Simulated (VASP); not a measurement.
Runs of VASP 6.6.1 on WS. The structure is that of space group Pm-3m (No. 221), or close to it. The cells are those of the table. 

```csv
task,level,cell,cutoff (eV),share of exact exchange,screening parameter,gap on the mesh (eV),pressure (GPa)
single point,r2SCAN50,"a = 3.445 Å, 2 atoms",520,0.5,-,none,-44.1
single point,B3LYP,"a = 3.445 Å, 2 atoms",520,0.2,-,none,-32.2
single point,PBEsol-based screened hybrid with 25 % exact exchange,"a = 3.445 Å, 2 atoms",520,0.25,0.207 1/Å,none,-42.0
relaxation of cell and atoms,HF,"relaxed from a = 3.445 Å, 2 atoms",600,1,-,(b),0.0
single point,HF,"a = 3.297 Å, 2 atoms",520,1,-,none,(a)
single point,PBE-based screened hybrid with 25 % exact exchange,"a = 2.979 Å, 2 atoms",520,0.25,0.3 1/Å,none,-0.5
single point,PBEsol-based screened hybrid with 25 % exact exchange,"a = 2.958 Å, 2 atoms",520,0.25,0.207 1/Å,none,-0.4
single point,PBE-based screened hybrid with 25 % exact exchange,"a = 3.445 Å, 2 atoms",520,0.25,0.3 1/Å,none,-38.8
```

Alike in all rows: potentials or basis VASP PAW PBE potentials, release 64 (W_sv, S); no spin polarisation; k mesh 4 × 4 × 4; smearing fermi-dirac 0.05 eV.

Estimate the missing entries.

(a) -36.5; (b) 6.21.

Caveats: all runs use coarse meshes; the PAW data sets were made with another functional, which shifts forces and pressure a little; spin-orbit coupling is left out, which moves the levels of the heavy elements.

A k mesh can miss the band edges, and the runs leave out spin-orbit coupling on W.

A gap of «none» marks levels without a gap at the run's occupations.
